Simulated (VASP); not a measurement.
Write the native input for VASP 6.6.1 that does the following.

* Task: single point
* Functional: PBE
* Potentials or basis: VASP PAW PBE potentials, release 64 (Hf_pv)
* Cutoff: 520 eV
* k mesh: 12 × 12 × 8
* Occupations: gaussian, width 0.05 eV
* Spin: no spin polarisation
* Dipole correction: no
* Further INCAR settings: ALGO = Normal; EDIFF = 1e-07; NBANDS = 17

The structure of Hf lies in POSCAR:

```
Hf
1.0
    3.2000007099      0.0000000000      0.0000000000
   -1.6000003549      2.7712819069      0.0000000000
    0.0000000000      0.0000000000      5.0624011231
Hf
2
Direct
    0.3333333333      0.6666666667      0.7500000000
    0.6666666667      0.3333333333      0.2500000000
```

One way to write it, as run:

INCAR

```
ALGO = Normal
EDIFF = 1E-7
ENCUT = 520
GGA = PE
ISIF = 2
ISMEAR = 0
LASPH = T
LCHARG = T
LELF = T
LREAL = F
LVHAR = T
LWAVE = F
NBANDS = 17
NELM = 80
PREC = Accurate
SIGMA = 0.05
```

KPOINTS

```
k-points
0
Gamma
  12 12 8
```

Potentials or basis: VASP PAW PBE potentials, release 64 (Hf_pv).

Run with:

```console
$ cat potpaw_PBE.64/Hf_pv/POTCAR > POTCAR
$ mpirun -np 1 vasp_std > vasp.out
```

Results of the run:

| Quantity | Value |
| --- | --- |
| Pressure | 0.0 GPa |
| Band gap on the k mesh | zero (bands 10 and 11 overlap by 1.44 eV) |

Caveat: spin-orbit coupling is left out, which moves the levels of the heavy elements.

Wall time 67 s on 1 thread of Intel Xeon 8259CL, with other jobs on the host, peak memory 0.2 GiB.
